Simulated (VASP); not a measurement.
Runs of VASP 6.6.1 on Sr. The structure is that of space group Fm-3m (No. 225), or close to it. The cells are those of the table. 

```csv
task,cell,k mesh,cutoff (eV),smearing,pressure (GPa),relaxed volume (Å³/atom)
relaxation of cell and atoms,"relaxed from a = 4.090 Å, angles 60.0°, 1 atom",12 × 12 × 12,600,gaussian 0.1 eV,0.0,48.65
single point,"a = 4.097 Å, angles 60.0°, 1 atom",12 × 12 × 12,520,gaussian 0.1 eV,0.0,-
relaxation of cell and atoms,"relaxed from a = 4.290 Å, angles 60.0°, 1 atom",10 × 10 × 10,600,gaussian 0.01 eV,0.0,(a)
single point,"a = 4.290 Å, angles 60.0°, 1 atom",6 × 6 × 6,520,gaussian 0.1 eV,-1.5,-
single point,"a = 4.090 Å, angles 60.0°, 1 atom",10 × 10 × 10,520,gaussian 0.01 eV,0.0,-
```

Alike in all rows: level LDA; potentials or basis VASP PAW LDA potentials, release 64 (Sr_sv); no spin polarisation.

Question: Estimate the missing entries.

Answer: (a) 48.35.
